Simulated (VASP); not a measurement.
Here is a VASP 6.6.1 calculation.

File POSCAR:

```
C
1.0
    0.0000000000     -1.7801161419     -1.7801161419
   -1.7801161419      0.0000000000     -1.7801161419
    1.7801161419      1.7801161419     -3.5602322838
C
4
Direct
    0.7281548793      0.7855859521      0.7402700021
    0.2718451207      0.2144140479      0.2597299979
    0.3466679065      0.4040989793      0.8847299774
    0.9033320935      0.8459010207      0.3652700226
```

Contents of INCAR.step1:

```
  PREC = Accurate
  ENCUT = 910
  ISMEAR = 0
  SIGMA = 0.05
  LREAL = False
  LASPH = True
  NELM = 120
  NBANDS = 16
  GGA = PE
  ALGO = Normal
  EDIFF = 1E-5
  LWAVE = True
  LCHARG = False
  GGA_COMPAT = False
```

INCAR.step2

```
  PREC = Accurate
  ENCUT = 910
  EDIFF = 1E-6
  ISMEAR = 0
  SIGMA = 0.05
  LREAL = False
  LASPH = True
  NELM = 120
  ALGO = Normal
  ISIF = 2
  LWAVE = False
  LCHARG = False
  METAGGA = R2SCAN
  LMIXTAU = True
  NBANDS = 16
  ISTART = 1
  GGA_COMPAT = False
```

Contents of KPOINTS:

```
Automatic mesh
0
Gamma
  12 12 10
```

Potentials or basis: VASP PAW PBE potentials, release 64 (C_h).

The run is started by

```console
$ cat potpaw_PBE.64/C_h/POTCAR > POTCAR
$ cp INCAR.step1 INCAR
$ mpirun -np 1 vasp_std > vasp.out
$ cp INCAR.step2 INCAR
$ mpirun -np 1 vasp_std > vasp.out
```

**Question.** What does it give for the largest force?

**Answer.** 3.069 eV/Å.

**Question.** Predict the pressure.

**Answer.** -0.2 GPa.

**Question.** Predict the band gap on the k mesh.

**Answer.** 4.12 eV (least direct gap 5.67 eV).

Forces on the atoms (eV/Å):
```
C    2.475  1.054 -1.478
C   -2.426 -1.026  1.477
C   -0.888 -2.287  1.834
C    0.839  2.258 -1.834
```

Caveat: the cell differs from its parent crystal (atoms displaced along a vibrational mode); the cutoff is under 1.25 times the usual one of these potentials, so pressure, stress and relaxed cells hold a basis-set (Pulay) error; the PAW data sets were made with another functional, which shifts forces and pressure a little. A k mesh can miss the band edges.
